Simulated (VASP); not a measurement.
# Li7Nb9O24 (a cell with a defect) (Nb_Li) in VASP: electric field gradients with PBE

Aim: the electric field gradients of Li7Nb9O24 (a cell with a defect) (Nb_Li) with PBE.

All numbers are computed with VASP 6.6.1; they aren't measurements. Logs are shortened: lines on timing, memory, paths and dates and some standing lists are left out, and cuts for length are marked.

## 1. The cell of the first run

The cell holds a defect, 40 atoms: a = 5.550 Å, b = 11.101 Å, c = 11.101 Å, α = 55.75°, β = 55.75°, γ = 55.75°.

## 2. Electric field gradients, PBE, collinear spin

INCAR

```
SYSTEM = Li7Nb9O24
PREC = Accurate
ENCUT = 650
EDIFF = 1E-8
ISMEAR = -1
SIGMA = 0.01
LREAL = .FALSE.
LASPH = .TRUE.
NELM = 200
ALGO = Normal
ISIF = 2
LWAVE = .FALSE.
LCHARG = .FALSE.
ISPIN = 2
MAGMOM = 0 0 0 0 0 0 0 0.01 0.01 0.01 0 0.05 0.09 0.23 0.01 0.03 0.01 0 0 0 0 0 0 0 0 0 0 0.02 0.01 0.01 0 0.01 0.01 0 0 0.03 0.02 0.01 0.01 0
LORBIT = 11
NUPDOWN = 1.0
LMAXMIX = 4
GGA = PE
LEFG = .TRUE.
NELECT = 283.0
NBANDS = 171
GGA_COMPAT = .FALSE.
```

KPOINTS

```
Automatic mesh
0
Gamma
  1 1 1
  0.25 0.25 0.25
```

POSCAR

```
Li7Nb9O24
1.0
    2.5949501352      1.4981951591      4.6722232478
   -5.1899002704      2.9963903182      9.3444464955
    0.0000000000     -5.9927806363      9.3444464955
Li Nb O
7 9 24
Direct
    0.7302302037      0.3504518701      0.3634958080
    0.2262385961      0.1042239583      0.1117533829
    0.7071935201      0.3531461918      0.8695866917
    0.2090752595      0.1102603737      0.6145212589
    0.7202542317      0.8716629188      0.3413668564
    0.2321768936      0.6079930337      0.1078186610
    0.7301019211      0.8675451691      0.8627368074
    0.9944824951      0.5066997139      0.4969438180
    0.5206224554      0.2392515428      0.2601596580
    1.0099882971      0.4912025349      1.0182303836
    0.4912260192      0.2603901195      0.7516022980
    0.9943640784      0.9924379017      0.5201852079
    0.5155057689      0.7510680708      0.2452035155
    0.1653779334      0.6037184070      0.6035444231
    1.0150181262      0.9996822128      0.9947424388
    0.5385644416      0.7400654912      0.7510419960
    0.2673701305      0.3213548727      0.4422603386
    0.6451702972      0.4455537435      0.1413411073
    0.8849397029      0.1370270288      0.3242314785
    0.3817605366      0.0710949969      0.3875430885
    0.7728286534      0.1952085503      0.0734723122
    0.1475862333      0.3932030397      0.1924592967
    0.2859448294      0.3175612086      0.9495462484
    0.6139142925      0.4571669287      0.6409338324
    0.8878017745      0.1367911035      0.8201490544
    0.3760717985      0.0742957501      0.8945735357
    0.7656791232      0.1988293386      0.5735458426
    0.1102942380      0.3825158332      0.6999363110
    0.2678873160      0.8153440706      0.4478210989
    0.6429420848      0.9458528238      0.1395842662
    0.8930218427      0.6422591439      0.3084571111
    0.4088681745      0.5586822888      0.3859042950
    0.7859782463      0.7017684672      0.0591724498
    0.1493456853      0.8866560644      0.1937223107
    0.2773271302      0.8195552853      0.9437949417
    0.6177971701      0.9525724837      0.6480640623
    0.9237899732      0.6312954631      0.8192811962
    0.4116923012      0.5667907112      0.8865249966
    0.7660296271      0.7213362944      0.5387665878
    0.1410186774      0.8902249993      0.6887210321
```

Potentials or basis: VASP PAW PBE potentials, release 64 (Li_sv, Nb_sv, O).

Started as:

```console
> cat potpaw_PBE.64/Li_sv/POTCAR potpaw_PBE.64/Nb_sv/POTCAR potpaw_PBE.64/O/POTCAR > POTCAR
> mpirun -np 1 vasp_std > vasp.out
```

OUTCAR:

```text
SYSTEM = Li7Nb9O24
   PREC = Accurate
   ENCUT = 650
   EDIFF = 1E-8
   ISMEAR = -1
   LREAL = .FALSE.
   LASPH = .TRUE.
   NELM = 200
   ISIF = 2
   ISPIN = 2
   LORBIT = 11
   NUPDOWN = 1.0
   GGA = PE
   NELECT = 283.0

 ion  position               nearest neighbor table
   1  0.730  0.350  0.363-  27 2.01  32 2.02  22 2.11  19 2.23
   2  0.226  0.104  0.112-  30 2.04  23 2.09  19 2.11  26 2.22  34 2.26
   3  0.707  0.353  0.870-  28 2.01  21 2.02  38 2.03  23 2.17
   4  0.209  0.110  0.615-  25 2.02  36 2.02  17 2.09  40 2.28
   5  0.720  0.872  0.341-  39 1.92  34 2.03  20 2.05  30 2.12
   6  0.232  0.608  0.108-  31 2.02  18 2.05  35 2.06  22 2.24
   7  0.730  0.868  0.863-  33 1.96  40 2.03  26 2.08
   8  0.994  0.507  0.497-  17 1.94  31 1.95  24 1.96  28 2.13  32 2.16  39 2.16  14 2.70
   9  0.521  0.239  0.260-  20 1.87  21 1.90  19 2.00  22 2.02  17 2.08  18 2.19
  10  0.010  0.491  0.018-  18 1.87  23 1.91  22 1.97  37 2.00  33 2.12  38 2.21
  11  0.491  0.260  0.752-  27 1.91  26 1.96  28 1.97  24 2.11  23 2.11  25 2.15  14 3.01
  12  0.994  0.992  0.520-  36 1.89  40 1.93  29 1.96  19 2.03  27 2.15  20 2.16
  13  0.516  0.751  0.245-  34 1.90  33 1.92  32 1.99  31 2.05  30 2.12  29 2.16
  14  0.165  0.604  0.604-  37 2.09  39 2.15  29 2.16  28 2.19  32 2.20  24 2.20   8 2.70  16 2.74
                            11 3.01
  15  0.015  1.000  0.995-  35 1.87  25 1.89  30 1.94  26 2.06  34 2.17  21 2.19
  16  0.539  0.740  0.751-  38 1.88  39 2.02  40 2.10  37 2.12  36 2.15  35 2.16  14 2.74
  17  0.267  0.321  0.442-   8 1.94   9 2.08   4 2.09
  18  0.645  0.446  0.141-  10 1.87   6 2.05   9 2.19
  19  0.885  0.137  0.324-   9 2.00  12 2.03   2 2.11   1 2.23
  20  0.382  0.071  0.388-   9 1.87   5 2.05  12 2.16
  21  0.773  0.195  0.073-   9 1.90   3 2.02  15 2.19
  22  0.148  0.393  0.192-  10 1.97   9 2.02   1 2.11   6 2.24
  23  0.286  0.318  0.950-  10 1.91   2 2.09  11 2.11   3 2.17
  24  0.614  0.457  0.641-   8 1.96  11 2.11  14 2.20
  25  0.888  0.137  0.820-  15 1.89   4 2.02  11 2.15
  26  0.376  0.074  0.895-  11 1.96  15 2.06   7 2.08   2 2.22
  27  0.766  0.199  0.574-  11 1.91   1 2.01  12 2.15
  28  0.110  0.383  0.700-  11 1.97   3 2.01   8 2.13  14 2.19
  29  0.268  0.815  0.448-  12 1.96  14 2.16  13 2.16
  30  0.643  0.946  0.140-  15 1.94   2 2.04  13 2.12   5 2.12
  31  0.893  0.642  0.308-   8 1.95   6 2.02  13 2.05
  32  0.409  0.559  0.386-  13 1.99   1 2.02   8 2.16  14 2.20
  33  0.786  0.702  0.059-  13 1.92   7 1.96  10 2.12
  34  0.149  0.887  0.194-  13 1.90   5 2.03  15 2.17   2 2.26
  35  0.277  0.820  0.944-  15 1.87   6 2.06  16 2.16
  36  0.618  0.953  0.648-  12 1.89   4 2.02  16 2.15
  37  0.924  0.631  0.819-  10 2.00  14 2.09  16 2.12
  38  0.412  0.567  0.887-  16 1.88   3 2.03  10 2.21
  39  0.766  0.721  0.539-   5 1.92  16 2.02  14 2.15   8 2.16
  40  0.141  0.890  0.689-  12 1.93   7 2.03  16 2.10   4 2.28

  LATTYP: Found a base centered monoclinic cell.
 ALAT       =    15.1977748150
 B/A-ratio  =     0.6829815988
 C/A-ratio  =     0.3652177897
 COS(beta)  =    -0.0918250334
[... 597 lines left out ...]
     -2.65482      1.64519     14.70028        -0.007354     -0.001982     -0.009475
     -2.55294      1.52350      7.77365        -0.011482     -0.010844     -0.004691
[... 32 lines left out ...]
     -1.75585      0.08036     15.35403         0.007373     -0.021399      0.008936
     -4.25424     -1.24862     15.41325         0.008834     -0.004142      0.008891
 -----------------------------------------------------------------------------------
    total drift:                                0.000480      0.000574     -0.000421

  FREE ENERGIE OF THE ION-ELECTRON SYSTEM (eV)
  ---------------------------------------------------
  free  energy   TOTEN  =      -318.9572900433 eV

  energy  without entropy=     -318.9572900430  energy(sigma->0) =     -318.95729004

 Electric field gradients (V/A^2)
---------------------------------------------------------------------
 ion       V_xx      V_yy      V_zz      V_xy      V_xz      V_yz
---------------------------------------------------------------------
   1      -0.300    -0.089     0.389     0.060     0.058     0.001
   2      -0.122    -0.131     0.253    -0.110    -0.076     0.120
   3      -0.153    -0.342     0.495     0.175     0.067    -0.029
   4      -0.306    -0.228     0.534     0.151    -0.032    -0.023
   5      -0.213    -0.269     0.482     0.133    -0.258     0.510
   6      -0.303    -0.359     0.662     0.049     0.142     0.036
[... 32 lines left out ...]
  39      17.982   -20.986     3.004    15.918     2.097    -0.388
  40      15.501    -6.791    -8.709   -11.982    13.312     7.931
---------------------------------------------------------------------

 Electric field gradients after diagonalization (V/A^2)
 (convention: |V_zz| > |V_xx| > |V_yy|)
----------------------------------------------------------------------
 ion       V_xx      V_yy      V_zz     asymmetry (V_yy - V_xx)/ V_zz
----------------------------------------------------------------------
   1      -0.321    -0.074     0.394       0.627
   2      -0.239    -0.074     0.313       0.530
   3      -0.450    -0.052     0.502       0.794
   4      -0.423    -0.113     0.536       0.577
   5      -0.657    -0.113     0.770       0.706
   6      -0.389    -0.295     0.684       0.138
[... 32 lines left out ...]
  39      23.821     2.879   -26.700       0.784
  40      23.646     0.238   -23.884       0.980
----------------------------------------------------------------------

           NMR quadrupolar parameters

 Cq : quadrupolar parameter    Cq=e*Q*V_zz/h
 eta: asymmetry parameters     (V_yy - V_xx)/ V_zz
 Q  : nuclear electric quadrupole moment in mb (millibarn)
----------------------------------------------------------------------
 ion       Cq(MHz)       eta       Q (mb)
----------------------------------------------------------------------
   1       0.001       0.627       1.000
   2       0.001       0.530       1.000
   3       0.001       0.794       1.000
   4       0.001       0.577       1.000
   5       0.002       0.706       1.000
   6       0.002       0.138       1.000
[... 32 lines left out ...]
  39      -0.065       0.784       1.000
  40      -0.058       0.980       1.000
----------------------------------------------------------------------

 total charge

# of ion       s       p       d       tot
------------------------------------------
    1        2.016   0.049   0.000   2.064
    2        2.014   0.047   0.000   2.060
    3        2.018   0.051   0.000   2.069
    4        2.015   0.048   0.000   2.063
    5        2.020   0.055   0.000   2.075
    6        2.015   0.048   0.000   2.064
[... 32 lines left out ...]
   39        1.561   3.494   0.000   5.055
   40        1.562   3.501   0.000   5.063
--------------------------------------------------
tot         71.399 139.434  19.546 230.378

 magnetization (x)

# of ion       s       p       d       tot
------------------------------------------
    1        0.000   0.000   0.000   0.000
    2       -0.000  -0.000   0.000  -0.000
    3        0.000   0.000   0.000   0.001
    4        0.000   0.000   0.000   0.000
    5        0.000   0.000   0.000   0.000
    6       -0.000   0.000   0.000  -0.000
[... 32 lines left out ...]
   39        0.000   0.008   0.000   0.008
   40       -0.000  -0.002   0.000  -0.002
--------------------------------------------------
tot          0.009   0.111   0.670   0.791
```

OSZICAR:

```text
N       E                     dE             d eps       ncg     rms          rms(c)
DAV:   1     0.409191306111E+04    0.40919E+04   -0.16860E+05   684   0.206E+03
DAV:   2     0.122612167707E+03   -0.39693E+04   -0.38234E+04   780   0.715E+02
[... 13 lines left out ...]
DAV:  16    -0.318957283329E+03   -0.19783E-04   -0.47825E-05  1072   0.249E-02    0.131E-02
DAV:  17    -0.318957287949E+03   -0.46195E-05   -0.72446E-06   960   0.887E-03    0.668E-03
DAV:  18    -0.318957289553E+03   -0.16041E-05   -0.25851E-06  1096   0.501E-03    0.285E-03
DAV:  19    -0.318957289887E+03   -0.33401E-06   -0.46381E-07   960   0.228E-03    0.111E-03
DAV:  20    -0.318957290019E+03   -0.13228E-06   -0.13386E-07   872   0.122E-03    0.557E-04
DAV:  21    -0.318957290048E+03   -0.29366E-07   -0.19110E-08   440   0.614E-04    0.351E-04
DAV:  22    -0.318957290043E+03    0.49986E-08   -0.10055E-08   408   0.445E-04
   1 F= -.31895729E+03 E0= -.31895729E+03  d E =-.323905E-09  mag=     1.0000
```

stdout:

```text
POSCAR found type information on POSCAR LiNbO
 POSCAR found :  3 types and      40 ions
 scaLAPACK will be used
 -----------------------------------------------------------------------------
|                                                                             |
[... 118 lines left out ...]
ion  10
     0.0000526    -0.6712096     0.2144116     0.7416359     0.2009294     0.0329768
     0.0000725    -0.6712096     0.2144116     0.7416359     0.2009294     0.0329768
     0.0000998    -0.6712096     0.2144116     0.7416358     0.2009294     0.0329768
     0.0001375    -0.6712095     0.2144116     0.7416358     0.2009295     0.0329768

     0.0000526    -7.6660819   -25.7665171    -2.1626433     8.2537247    -2.8628560
     0.0000725    -7.6655265   -25.7649794    -2.1625492     8.2536231    -2.8629017
     0.0000998    -7.6646173
```

Run time: 23 min. Hardware: 1 thread of AMD EPYC 7R13, shared host; peak memory 1.3 GiB.

Results:

```yaml
Free_energy: -318.9573 eV
Largest_force: 0.042 eV/Å
Net_moment: 1.00 μB per cell
Site_moments: Li +0.00, -0.00; Nb +0.02, +0.01, -0.00, +0.09, +0.16, +0.34, +0.04; O +0.01, -0.00, +0.00, +0.02 μB
Valence_electrons_inside_the_program's_atomic_spheres: Li 2.06, 2.07, 2.08; Nb 10.50, 10.44, 10.45, 10.43, 10.66; O 5.07, 5.06, 5.08, 5.05
```

Forces in eV/Å, atoms in the order of the input:
```
Li   0.005  0.010 -0.001
Li  -0.003 -0.002  0.000
Li  -0.008 -0.005 -0.005
Li   0.002 -0.001  0.008
Li  -0.007 -0.002 -0.009
Li  -0.011 -0.011 -0.005
Li   0.004  0.000 -0.002
Nb   0.009  0.006 -0.027
Nb  -0.002  0.005  0.010
Nb  -0.005 -0.005  0.039
Nb  -0.005 -0.016  0.012
Nb  -0.022  0.029  0.016
Nb   0.003 -0.023  0.029
Nb   0.006  0.005  0.016
Nb  -0.014 -0.028  0.024
Nb  -0.031 -0.029  0.000
O   -0.016  0.006  0.006
O    0.010 -0.012 -0.015
O    0.001 -0.011 -0.002
O   -0.008  0.001 -0.008
O    0.002 -0.015  0.003
O    0.012  0.005 -0.007
O   -0.003  0.011 -0.014
O    0.005  0.021 -0.007
O   -0.012  0.003 -0.005
O    0.000  0.016 -0.001
O    0.012 -0.013 -0.014
O    0.005  0.014  0.013
O   -0.007 -0.003 -0.007
O    0.020  0.019 -0.006
O   -0.001 -0.017 -0.001
O   -0.014  0.009 -0.003
O    0.018 -0.002 -0.018
O    0.003  0.009 -0.003
O    0.016  0.015 -0.010
O    0.024  0.000 -0.013
O    0.004  0.010 -0.012
O   -0.007  0.026  0.001
O    0.007 -0.021  0.009
O    0.009 -0.004  0.009
```

Electric field gradients, principal values (V/Å²):
```csv
atom,least,middle,greatest (by size)
1 Li,-0.074,-0.321,0.394
2 Li,-0.074,-0.239,0.313
3 Li,-0.052,-0.450,0.502
4 Li,-0.113,-0.423,0.536
5 Li,-0.113,-0.657,0.770
6 Li,-0.295,-0.389,0.684
7 Li,-0.256,-0.529,0.786
8 Nb,-3.947,-30.868,34.815
9 Nb,9.282,41.168,-50.449
10 Nb,6.046,27.706,-33.752
11 Nb,3.490,31.780,-35.271
12 Nb,-2.764,-66.394,69.158
13 Nb,23.110,40.006,-63.116
14 Nb,-9.163,-46.459,55.622
15 Nb,-0.802,-24.290,25.092
16 Nb,5.806,31.908,-37.715
17 O,5.998,11.499,-17.498
18 O,4.751,14.387,-19.138
19 O,-0.409,-19.851,20.260
20 O,0.253,13.627,-13.880
21 O,3.127,18.698,-21.825
22 O,1.485,19.814,-21.298
23 O,1.754,11.884,-13.637
24 O,12.940,17.931,-30.872
25 O,-1.300,-16.313,17.613
26 O,0.666,21.318,-21.984
27 O,1.538,20.808,-22.346
28 O,-8.340,-19.444,27.785
29 O,11.065,21.889,-32.954
30 O,-1.984,-25.019,27.003
31 O,2.216,17.946,-20.163
32 O,7.998,24.527,-32.524
33 O,-3.815,-19.712,23.527
34 O,7.798,16.373,-24.171
35 O,1.931,18.067,-19.998
36 O,3.807,15.894,-19.701
37 O,1.911,20.092,-22.003
38 O,4.562,11.364,-15.926
39 O,2.879,23.821,-26.700
40 O,0.238,23.646,-23.884
```

Caveat: the k points lie up to 1.47 Å⁻¹ apart; the cell carries a net charge on a neutralising background, which shifts energy and pressure; without QUAD_EFG the Cq values of the log hold for a quadrupole moment of 1 mb, not for the nuclei; the total moment is fixed, so each spin has its own Fermi level.
